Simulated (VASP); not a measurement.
Wanted: the native input for a VASP 6.6.1 run.

* Task: single point
* Functional: PBE
* Potentials or basis: VASP PAW PBE potentials, release 64 (Ba_sv, Ti_sv, O_h)
* Cutoff: 1340 eV
* k mesh: 6 × 6 × 6
* Occupations: gaussian, width 0.01 eV
* Spin: no spin polarisation
* Dipole correction: no
* Further INCAR settings: ALGO = Normal; EDIFF = 1e-06; NBANDS = 28

The structure of BaTiO3 lies in POSCAR:

```
BaTiO3
1.0
    3.9032364062      0.0000000000      0.0000000000
    0.0000000000      3.9032364062      0.0000000000
    0.0000000000      0.0000000000      3.9032364062
Ba Ti O
1 1 3
Direct
    0.5000000000      0.5000000000      0.5000000000
    0.0000000000      0.0000000000      0.0000000000
    0.5000000000      0.0000000000      0.0000000000
    0.0000000000      0.5000000000      0.0000000000
    0.0000000000      0.0000000000      0.5000000000
```

The input as run:

INCAR

```
PREC = Accurate ; ENCUT = 1340
EDIFF = 1E-6 ; ISMEAR = 0
SIGMA = 0.01 ; LREAL = F
LASPH = T ; NELM = 120
ALGO = Normal ; ISIF = 2
LWAVE = F ; LCHARG = F
GGA = PE ; NBANDS = 28
GGA_COMPAT = F
```

KPOINTS

```
Automatic mesh
0
Gamma
  6 6 6
```

Potentials or basis: VASP PAW PBE potentials, release 64 (Ba_sv, Ti_sv, O_h).

Command:

```bash
$ cat potpaw_PBE.64/Ba_sv/POTCAR potpaw_PBE.64/Ti_sv/POTCAR potpaw_PBE.64/O_h/POTCAR > POTCAR
$ mpirun -np 1 vasp_std > vasp.out
```

Results of the run:

```json
{
  "Pressure": "19.6 GPa",
  "Band gap on the k mesh": "1.90 eV (least direct gap 1.96 eV)"
}
```

Caveat: the cell stands under pressure; spin-orbit coupling is left out, which moves the levels of the heavy elements.

Run time: 60 s on 1 thread of Intel(R) Xeon(R) 6975P-C (Granite Rapids), with other jobs on the host, peak memory 0.4 GiB.
